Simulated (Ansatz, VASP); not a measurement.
## Mn: VASP beside Ansatz

```
CELL_PARAMETERS angstrom
2.45146 0.00000 0.00000
-1.22573 2.12303 0.00000
0.00000 0.00000 3.96533
ATOMIC_POSITIONS crystal
Mn 0.66667 0.33333 0.75000
Mn 0.33333 0.66667 0.25000
```

Alike in both runs: functional PBEsol; k mesh 21 × 21 × 10; occupations gaussian, width 0.1 eV; no spin polarisation.

Ansatz relaxed the structure, and its values are those at the end. VASP's run is a single point on that final structure, the one shown.

|  | VASP | Ansatz |
| --- | --- | --- |
| version | VASP 6.6.1 | Ansatz 0.2.0 |
| potentials or method | VASP PAW PBE potentials, release 64 (Mn_pv), cutoff 520 eV | scalar-relativistic, plane waves, PAW |
| valence electrons in the cell | 26 | 30 |

```tsv
	VASP	Ansatz	Ansatz less VASP
gap on the k mesh at the Fermi level (eV)	none	none	-
pressure (GPa)	-0.1	0.0	+0.06
```

VASP's potentials were made for PBE, not for PBEsol. A gap of «none» marks a metal or a gap that the smearing closes. VASP's potentials hold 26 valence electrons a cell and Ansatz's 30, so a difference there can come from the potentials and not from the codes.
